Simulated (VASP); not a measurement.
Wanted: the native input for a VASP 6.6.1 run.

```yaml
Task: single point
Functional: LDA
Potentials_or_basis: VASP PAW LDA potentials, release 64 (Pt)
Cutoff: 520 eV
k_mesh: 18 × 18 × 6
Occupations: gaussian, width 0.15 eV
Spin: no spin polarisation
Dipole_correction: no
Further_INCAR_settings: ALGO = Fast; EDIFF = 1e-06; NBANDS = 28
```

The structure of Pt lies in POSCAR:

```
Pt
1.0
    2.7082945870      0.0000000000      0.0000000000
   -1.3541472935      2.3454519133      0.0000000000
    0.0000000000      0.0000000000      9.3530207388
Pt
4
Direct
    0.6020380543      0.3000774821      0.3750000000
    0.6020380543      0.3000774821      0.8750000000
    0.3979619457      0.6999225179      0.1250000000
    0.3979619457      0.6999225179      0.6250000000
```

This cell differs from its parent crystal: atoms displaced along a vibrational mode.

The input as run:

INCAR

```
PREC = Accurate
ENCUT = 520
EDIFF = 1E-6
ISMEAR = 0
SIGMA = 0.15
LREAL = F
LASPH = T
NELM = 60
ALGO = Fast
ISIF = 2
LWAVE = F
LCHARG = F
GGA = CA
NBANDS = 28
```

KPOINTS

```
regular mesh
0
Gamma
  18 18 6
```

Potentials or basis: VASP PAW LDA potentials, release 64 (Pt).

The run is started by

```console
$ cat potpaw_LDA.64/Pt/POTCAR > POTCAR
$ mpirun -np 1 vasp_std > vasp.out
```

It gave:

- Pressure: 1.3 GPa
- Largest force: 0.172 eV/Å
- Band gap on the k mesh: zero (bands 20 and 21 overlap by 1.53 eV)

Caveat: the cell differs from its parent crystal (atoms displaced along a vibrational mode); spin-orbit coupling is left out, which moves the levels of the heavy elements.

Wall time 9.5 min on 1 thread of AMD EPYC 9R45 96-Core Processor (Zen 5), with other jobs on the host, peak memory 0.76 GiB.
